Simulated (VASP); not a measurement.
# CaH5 (P6/mmm) in VASP: a series of runs, part 2 of 2

VASP 6.6.1. The steps go on from the part before.

## (5) Single point, PBE

This run uses another cell than the first one, of 10.96 Å³/atom.

Input file INCAR:

```
SYSTEM = CaH5
  PREC = Accurate
  ENCUT = 520
  EDIFF = 1E-7
  ISMEAR = 0
  SIGMA = 0.1
  LREAL = .False.
  LASPH = .True.
  NELM = 80
  ALGO = Normal
  ISIF = 2
  LWAVE = .False.
  LCHARG = .False.
  GGA = PE
  NBANDS = 16
```

Input file KPOINTS:

```
Automatic mesh
0
Gamma
  12 12 10
  0 0 0
```

Input file POSCAR:

```
CaH5
1.0
    4.3405515781      0.0000000000      0.0000000000
   -2.1702757890      3.7590279330      0.0000000000
    0.0000000000      0.0000000000      4.0318253603
Ca H
1 5
Direct
    0.0000000000      0.0000000000      0.5000000000
    0.6666666667      0.3333333333      0.6033887970
    0.0000000000      0.0000000000      0.0000000000
    0.6666666667      0.3333333333      0.3966112030
    0.3333333333      0.6666666667      0.3966112030
    0.3333333333      0.6666666667      0.6033887970
```

Potentials or basis: VASP PAW PBE potentials, release 64 (Ca_sv, H).

On the command line:

```console
$ cat potpaw_PBE.64/Ca_sv/POTCAR potpaw_PBE.64/H/POTCAR > POTCAR
$ mpirun -np 1 vasp_std > vasp.out
```

OUTCAR:

```text
SYSTEM = CaH5
   PREC = Accurate
   ENCUT = 520
   EDIFF = 1E-7
   ISMEAR = 0
   LREAL = .False.
   LASPH = .True.
   NELM = 80
   ISIF = 2
   GGA = PE

 ion  position               nearest neighbor table
   1  0.000  0.000  0.500-   3 2.02   3 2.02
   2  0.667  0.333  0.603-   4 0.83
   3  0.000  0.000  0.000-   1 2.02   1 2.02
   4  0.667  0.333  0.397-   2 0.83
   5  0.333  0.667  0.397-   6 0.83
   6  0.333  0.667  0.603-   5 0.83

  LATTYP: Found a hexagonal cell.
 ALAT       =     4.3405515781
 C/A-ratio  =     0.9288739663

  Lattice vectors:

 A1 = (   4.3405515781,   0.0000000000,   0.0000000000)
 A2 = (  -2.1702757890,   3.7590279330,   0.0000000000)
 A3 = (   0.0000000000,   0.0000000000,   4.0318253603)

Analysis of symmetry for initial positions (statically):
=====================================================================
 Subroutine PRICEL returns:
 Original cell was already a primitive cell.

 Routine SETGRP: Setting up the symmetry group for a
 hexagonal supercell.

 Subroutine GETGRP returns: Found 24 space group operations
 (whereof 24 operations were pure point group operations)
 out of a pool of 24 trial point group operations.

The static configuration has the point symmetry D_6h.

Analysis of symmetry for dynamics (positions and initial velocities):
=====================================================================
 Subroutine PRICEL returns:
 Original cell was already a primitive cell.

 Routine SETGRP: Setting up the symmetry group for a
 hexagonal supercell.

 Subroutine GETGRP returns: Found 24 space group operations
 (whereof 24 operations were pure point group operations)
 out of a pool of 24 trial point group operations.

The dynamic configuration has the point symmetry D_6h.

 Subroutine INISYM returns: Found 24 space group operations
 (whereof 24 operations are pure point group operations),
 and found     1 'primitive' translations

----------------------------------------------------------------------------------------

                                     Primitive cell

  volume of cell :      65.7843

  direct lattice vectors                    reciprocal lattice vectors
     4.340551578  0.000000000  0.000000000     0.230385466  0.133013111  0.000000000
    -2.170275789  3.759027933  0.000000000     0.000000000  0.266026222  0.000000000
     0.000000000  0.000000000  4.031825360     0.000000000  0.000000000  0.248026616

  length of vectors
     4.340551578  4.340551578  4.031825360     0.266026222  0.266026222  0.248026616

  position of ions in fractional coordinates (direct lattice)
     0.000000000  0.000000000  0.500000000
     0.666666667  0.333333333  0.603388797
     0.000000000  0.000000000  0.000000000
     0.666666667  0.333333333  0.396611203
     0.333333333  0.666666667  0.396611203
     0.333333333  0.666666667  0.603388797

  ion indices of the primitive-cell ions
   primitive index   ion index
                 1           1
                 2           2
                 3           3
                 4           4
                 5           5
                 6           6

[... 28 lines left out ...]
  0.000000  0.000000  0.000000      1.000000
  0.083333 -0.000000  0.000000      6.000000
  0.166667 -0.000000  0.000000      6.000000
  0.250000  0.000000  0.000000      6.000000
  0.333333 -0.000000  0.000000      6.000000
  0.416667  0.000000  0.000000      6.000000
[... 16 lines left out ...]
  0.250000  0.000000  0.100000     12.000000
  0.333333 -0.000000  0.100000     12.000000
 [... further k-points ...]
   k-points           NKPTS =    114   k-points in BZ     NKDIM =    114   number of bands    NBANDS=     16
   number of dos      NEDOS =    301   number of ions     NIONS =      6
   total plane-waves  NPLWV =  30720
   dimension x,y,z NGX =    32 NGY =   32 NGZ =   30
   dimension x,y,z NGXF=    64 NGYF=   64 NGZF=   60
   ions per type =               1   5
   NGX,Y,Z   is equivalent  to a cutoff of  12.26, 12.26, 12.37 a.u.
   NGXF,Y,Z  is equivalent  to a cutoff of  24.51, 24.51, 24.74 a.u.
 SYSTEM =  CaH5
   PREC   = accura    normal or accurate (medium, high low for compatibility)
   ISTART =      0    job   : 0-new  1-cont  2-samecut
   ICHARG =      2    charge: 1-file 2-atom 10-const
   ISPIN  =      1    spin polarized calculation?
   LNONCOLLINEAR =      F non collinear calculations
   LSORBIT =      F    spin-orbit coupling
   LASPH  =      T    aspherical Exc in radial PAW
   ENCUT  =  520.0 eV  38.22 Ry    6.18 a.u.   8.07  8.07  7.50*2*pi/ulx,y,z
   NELM   =     80;   NELMIN=  2; NELMDL= -5     # of ELM steps
   EDIFF  = 0.1E-06   stopping-criterion for ELM
   LREAL  =      F    real-space projection
   EDIFFG = 0.1E-05   stopping-criterion for IOM
   NSW    =      0    number of steps for IOM
   IBRION =     -1    ionic relax: 0-MD 1-quasi-New 2-CG
   NFREE  =      0    steps in history (QN), initial steepest desc. (CG)
   ISIF   =      2    stress and relaxation
   ISYM   =      2    0-nonsym 1-usesym 2-fastsym
   POTIM  = 0.5000    time-step for ionic-motion
   TEBEG  =    0.0;   TEEND  =   0.0 temperature during run
   PSTRESS=    0.0 pullay stress
   NELECT =      15.0000    total number of electrons
   NUPDOWN=      -1.0000    fix difference up-down
   EMIN   =  10.00;   EMAX   =-10.00  energy-range for DOS
   EFERMI =   0.00;   METHOD = LEGACY
   ISMEAR =     0;   SIGMA  =   0.10  broadening in eV -4-tet -1-fermi 0-gaus
   EFERMI_NEDOS =   21; number of points for ismear=-14 and -15
   IALGO  =     38    algorithm
   IMIX   =      4    mixing-type and parameters
     AMIX     =   0.40;   BMIX     =  1.00
     AMIX_MAG =   1.60;   BMIX_MAG =  1.00
  volume/ion in A,a.u.               =      10.96        73.99
  Fermi-wavevector in a.u.,A,eV,Ry     =   1.000149  1.890007 13.609869  1.000297
  Thomas-Fermi vector in A             =   2.132486
   LORBIT       =      0    0 simple, 1 ext, 2 COOP (PROOUT), +10 PAW based schemes
   GGA     = PE    functional components
   LHFCALC =     F    Hartree Fock is set to
   AEXX    =    0.0000 exact exchange contribution
   IVDW    =     0    specifies the selected vdW correction
   LEPSILON=     F    determine dielectric tensor
   LRPA    =     F    only Hartree local field effects (RPA)
 non-spin polarized calculation
 Gauss-broadening in eV      SIGMA  =   0.10
  energy-cutoff  :      520.00
  volume of cell :       65.78
 maximum number of plane-waves:      1794
   NGX = 17   NGY = 17   NGZ = 15

 number of electron      14.9999999 magnetization

 Free energy of the ion-electron system (eV)
  ---------------------------------------------------
  ext. energy  EPLUGINS =         0.00000000
  ---------------------------------------------------
  free energy    TOTEN  =       -18.37865512 eV

  energy without entropy =      -18.37209520  energy(sigma->0) =      -18.37537516

 E-fermi :   1.8387     XC(G=0):  -7.8092

 val. band max:        1.8104055600   @ k =   0.3333   0.1667   0.2000
 cond. band min:       1.8412472194   @ k =   0.3333  -0.0000   0.2000
 fundamental gap:      0.0308416594
 Fermi energy:         1.8386827798

 k-point     1 :       0.0000    0.0000    0.0000
  band No.  band energies     occupation
      1     -40.2505      2.00000
      2     -21.4131      2.00000
      3     -21.4131      2.00000
      4     -20.9990      2.00000
      5      -9.3291      2.00000
      6      -6.2019      2.00000
[... 433 lines left out ...]
      3     -21.4214      2.00000
      4     -21.0053      2.00000
      5      -8.5481      2.00000
      6      -7.0728      2.00000
[... 8 lines left out ...]
     15       6.3261      0.00000
     16       7.5897      0.00000

 [... further k-points ...]

------------------------ aborting loop because EDIFF is reached ----------------------------------------

  FORCE on cell =-STRESS in cart. coord.  units (eV):
  Direction    XX          YY          ZZ          XY          YZ          ZX
  --------------------------------------------------------------------------------------
  -------------------------------------------------------------------------------------
  Total       -0.0319950     -0.0319950      0.0111338     -0.0000000      0.0000000     -0.0000000
  in kB       -0.7792390     -0.7792390      0.2711639     -0.0000000      0.0000000     -0.0000000
  external PRESSURE =      -0.4291047 kB  Pullay stress =       0.0000000 kB

 VOLUME and BASIS-vectors are now :
 -----------------------------------------------------------------------------
  energy-cutoff  :      520.00
  volume of cell :       65.78
      direct lattice vectors                 reciprocal lattice vectors
     4.340551578  0.000000000  0.000000000     0.230385466  0.133013111  0.000000000
    -2.170275789  3.759027933  0.000000000     0.000000000  0.266026222  0.000000000
     0.000000000  0.000000000  4.031825360     0.000000000  0.000000000  0.248026616

 POSITION                                       TOTAL-FORCE (eV/Angst)
 -----------------------------------------------------------------------------------
      0.00000      0.00000      2.01591         0.000000      0.000000      0.000000
      2.17028      1.25301      2.43276         0.000000     -0.000000      0.003839
      0.00000      0.00000      0.00000         0.000000      0.000000      0.000000
      2.17028      1.25301      1.59907         0.000000      0.000000     -0.003839
     -0.00000      2.50602      1.59907        -0.000000      0.000000     -0.003839
     -0.00000      2.50602      2.43276        -0.000000      0.000000      0.003839
 -----------------------------------------------------------------------------------
    total drift:                               -0.000000     -0.000000      0.000000

  FREE ENERGIE OF THE ION-ELECTRON SYSTEM (eV)
  ---------------------------------------------------
  free  energy   TOTEN  =       -18.3786551205 eV

  energy  without entropy=      -18.3720951994  energy(sigma->0) =      -18.37537516
```

Run time: 1.9 min. Hardware: 1 thread of Intel Xeon 8259CL, shared host; peak memory 0.26 GiB.

Results:

| Quantity | Value |
| --- | --- |
| Free energy | -18.3787 eV |
| Pressure | 0.0 GPa |
| Largest force | 0.004 eV/Å |
| Band gap on the k mesh | zero (an odd number of electrons rules out a gap without spin polarisation) |

Forces in eV/Å, atoms in the order of the input:
```
Ca   0.000  0.000  0.000
H    0.000  0.000  0.004
H    0.000  0.000  0.000
H    0.000  0.000 -0.004
H    0.000  0.000 -0.004
H    0.000  0.000  0.004
```

Levels at points of the mesh, in eV from the Fermi level:
```csv
k point,band 4,band 5,band 6,band 7,band 8,band 9,band 10,band 11
"(0.00, 0.00, 0.00)",-22.84,-11.17,-8.04,-4.23,0.76,0.76,1.48,3.36
"(0.50, 0.00, 0.00)",-22.83,-9.92,-9.41,-4.16,1.04,2.26,2.82,2.82
"(0.00, 0.00, 0.50)",-22.94,-10.88,-7.94,-3.92,1.05,1.05,1.35,2.39
"(0.50, 0.00, 0.50)",-22.94,-9.71,-9.23,-2.67,-1.51,1.90,2.14,2.55
```

## (6) Relaxation of cell and atoms, PBE

This run uses another cell than the first one, of 10.72 Å³/atom.

Input file INCAR:

```
SYSTEM = CaH5
PREC = Accurate
ENCUT = 600
EDIFF = 1E-6
ISMEAR = 0
SIGMA = 0.1
LREAL = .FALSE.
LASPH = .TRUE.
NELM = 60
ALGO = Normal
ISIF = 3
LWAVE = .FALSE.
LCHARG = .FALSE.
GGA = PE
IBRION = 2
NSW = 100
EDIFFG = -0.01
```

Input file KPOINTS:

```
regular mesh
0
G
  12 12 10
  0 0 0
```

Input file POSCAR:

```
CaH5
1.0
    4.2728051316      0.0000000000      0.0000000000
   -2.1364025658      3.7003577894      0.0000000000
    0.0000000000      0.0000000000      4.0682526022
Ca H
1 5
Direct
    0.0000000000      0.0000000000      0.5000000000
    0.6666666667      0.3333333333      0.6029590868
    0.0000000000      0.0000000000      0.0000000000
    0.6666666667      0.3333333333      0.3970409132
    0.3333333333      0.6666666667      0.3970409132
    0.3333333333      0.6666666667      0.6029590868
```

Potentials or basis: VASP PAW PBE potentials, release 64 (Ca_sv, H).

On the command line:

```console
$ cat potpaw_PBE.64/Ca_sv/POTCAR potpaw_PBE.64/H/POTCAR > POTCAR
$ mpirun -np 1 vasp_std > vasp.out
```

Wall time 13 min (1 thread of Intel Xeon 8259CL, shared host); peak memory 0.3 GiB.

Results (log left out):

```
Free energy                           : -18.3811 eV
Relaxed volume                        : 11.00 Å³/atom
Relaxed cell                          : a = 4.346 Å, b = 4.346 Å, c = 4.032 Å, α = 90.00°, β = 90.00°, γ = 120.00°
Space group after relaxing (to 0.1 Å) : P6/mmm (No. 191)
Energy gained by relaxing             : 1.1 meV/atom
Ionic steps                           : 12
Pressure after relaxing               : 0.0 GPa
Largest force after relaxing          : 0.008 eV/Å
Band gap on the k mesh                : zero (an odd number of electrons rules out a gap without spin polarisation)
```

Forces in eV/Å, atoms in the order of the input:
```
Ca   0.000  0.000  0.000
H    0.000  0.000 -0.008
H    0.000  0.000  0.000
H    0.000  0.000  0.008
H    0.000  0.000  0.008
H    0.000  0.000 -0.008
```

Stress tensor (GPa, compression positive):
```
-0.04  0.00  0.00
 0.00 -0.04  0.00
 0.00  0.00  0.07
```

The path:
```csv
step,energy change (eV),largest force (eV/Å),pressure (GPa),volume (Å³)
1,0.0000,0.0200,0.19,64.32
2,-0.0022,0.0499,0.35,64.44
3,-0.0032,0.1358,0.53,64.58
4,-0.0044,0.0945,0.45,64.73
5,-0.0059,0.0224,0.22,65.16
6,-0.0059,0.0265,0.21,65.18
7,-0.0060,0.0203,0.20,65.27
8,-0.0063,0.0020,0.15,65.54
9,-0.0063,0.0356,0.06,66.07
10,-0.0064,0.0192,0.10,65.84
11,-0.0064,0.0206,-0.04,66.03
12,-0.0065,0.0081,0.00,65.97
```

Final structure:
```yaml
crystal:
  lattice:
    - [4.34650, 0.00000, 0.00000]
    - [-2.17325, 3.76418, 0.00000]
    - [0.00000, 0.00000, 4.03244]
  atoms:
    - { symbol: Ca, position: [0.00000, 0.00000, 0.50000] }
    - { symbol: H, position: [0.66667, 0.33333, 0.60337] }
    - { symbol: H, position: [0.00000, 0.00000, 0.00000] }
    - { symbol: H, position: [0.66667, 0.33333, 0.39663] }
    - { symbol: H, position: [0.33333, 0.66667, 0.39663] }
    - { symbol: H, position: [0.33333, 0.66667, 0.60337] }
```

Levels at points of the mesh, in eV from the Fermi level:
```
           k point  band 4  band 5  band 6  band 7  band 8  band 9  band 10  band 11
(0.00, 0.00, 0.00)  -22.85  -11.16   -8.05   -4.23    0.76    0.76     1.49     3.35
(0.50, 0.00, 0.00)  -22.84   -9.92   -9.41   -4.17    1.05    2.24     2.80     2.81
(0.00, 0.00, 0.50)  -22.95  -10.87   -7.94   -3.92    1.05    1.05     1.34     2.38
(0.50, 0.00, 0.50)  -22.95   -9.71   -9.23   -2.67   -1.51    1.90     2.13     2.54
```

## (7) The runs side by side

```csv
task,cell,k mesh,cutoff (eV),gap on the mesh (eV),pressure (GPa),relaxed volume (Å³/atom),largest force (eV/Å)
single point,"a = 3.812, b = 3.812, c = 5.175 Å, angles 90.0, 90.0, 120.0°, 6 atoms, atomic positions A",6 × 6 × 4,520,none,-11.2,-,0.41
single point,"a = 4.273, b = 4.273, c = 4.068 Å, angles 90.0, 90.0, 120.0°, 6 atoms, atomic positions B",6 × 6 × 4,520,none,0.0,-,0.01
relaxation of cell and atoms,"relaxed from a = 3.812, b = 3.812, c = 5.175 Å, angles 90.0, 90.0, 120.0°, 6 atoms, atomic positions A",6 × 6 × 4,600,none,0.1,12.65,-
single point,"a = 4.341, b = 4.341, c = 4.032 Å, angles 90.0, 90.0, 120.0°, 6 atoms, atomic positions C",12 × 12 × 10,520,none,0.0,-,-
relaxation of cell and atoms,"relaxed from a = 4.273, b = 4.273, c = 4.068 Å, angles 90.0, 90.0, 120.0°, 6 atoms, atomic positions B",12 × 12 × 10,600,none,0.0,11.00,0.01
```

Alike in all rows: level PBE; potentials or basis VASP PAW PBE potentials, release 64 (Ca_sv, H); no spin polarisation; smearing gaussian 0.1 eV.

Caveats: some runs use coarse meshes; the cell stands under tension (at least some runs); the volume moved by over 15 % at a fixed basis, so the end points are rough (at least some runs).

Total energies depend on the potentials used, so only differences within one code and one set of settings carry meaning.

The gap in the log of VASP goes by the Fermi energy; the results here count the filled bands.